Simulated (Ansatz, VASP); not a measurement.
**Two plane-wave programs on MgCdTe3**

File INCAR:

```
SYSTEM = MgCdTe3
ALGO = Normal
EDIFF = 1E-7
EDIFFG = -0.04
ENCUT = 600
GGA = PE
IBRION = 2
ISIF = 3
ISMEAR = 0
LASPH = .TRUE.
LCHARG = .FALSE.
LREAL = .FALSE.
LWAVE = .FALSE.
NELM = 100
NSW = 90
PREC = Accurate
SIGMA = 0.1
```

File KPOINTS:

```
k-points
0
G
  3 3 3
  0 0 0
```

Contents of POSCAR:

```
MgCdTe3
1.0
    3.4696094700      2.0031799600      3.8125802900
   -3.4696094700      2.0031799600      3.8125802900
    0.0000000000     -4.0063599300      3.8125802900
Mg Cd Te
1 1 3
Direct
    0.0000000000      0.0000000000      0.0000000000
    0.5000000000      0.5000000000      0.5000000000
    0.5000000000      0.5000000000      0.0000000000
    0.0000000000      0.5000000000      0.5000000000
    0.5000000000      0.0000000000      0.5000000000
```

Input for Ansatz:

```yaml
crystal:
  lattice:
    - [3.46960947, 2.00317996, 3.81258029]
    - [-3.46960947, 2.00317996, 3.81258029]
    - [0.0, -4.00635993, 3.81258029]
  atoms:
    - { symbol: Mg, position: [0.0, 0.0, 0.0] }
    - { symbol: Cd, position: [0.5, 0.5, 0.5] }
    - { symbol: Te, position: [0.5, 0.5, 0.0] }
    - { symbol: Te, position: [0.0, 0.5, 0.5] }
    - { symbol: Te, position: [0.5, 0.0, 0.5] }
basis:
  ecutwfc: 420
kpoints:
  mp_grid: { grid: [3, 3, 3] }
hamiltonian:
  xc: pbe
scf:
  occupations: { method: gaussian, width: 0.1 }
  lower_state_search: "off"
output:
  forces: true
  stress: true
  eigenvalues: true
relax:
  adjacent_minimum: "off"
  f_tol: 0.04
  max_steps: 70
  cell: { stress_tol: 0.4 }
```

Alike in both runs: task relaxation of cell and atoms; functional PBE; k mesh 3 × 3 × 3; occupations gaussian, width 0.1 eV; no spin polarisation.

```csv
,VASP,Ansatz
version,VASP 6.6.1,Ansatz 0.2.0
potentials or method,"VASP PAW PBE potentials, release 64 (Mg, Cd, Te), cutoff 600 eV","scalar-relativistic, plane waves, PAW"
valence electrons in the cell,32,78
```

Ansatz gave:

| Property | Result |
| --- | --- |
| gap on the k mesh at the Fermi level, each at its own relaxed structure (eV) | none |
| relaxed volume (Å³/atom) | 36.05 |
| relaxed cell length with the largest relative difference (Å) | 5.986 |

Q: What did VASP give for the same quantities?

A: gap on the k mesh at the Fermi level, each at its own relaxed structure (eV): none; relaxed volume (Å³/atom): 36.02; relaxed cell length with the largest relative difference (Å): 5.995.

A gap of «none» marks a metal or a gap that the smearing closes. VASP's potentials hold 32 valence electrons a cell and Ansatz's 78, so a difference there can come from the potentials and not from the codes.

The k mesh is coarse, so the values compare programs but aren't converged. Neither program's run includes spin-orbit coupling.
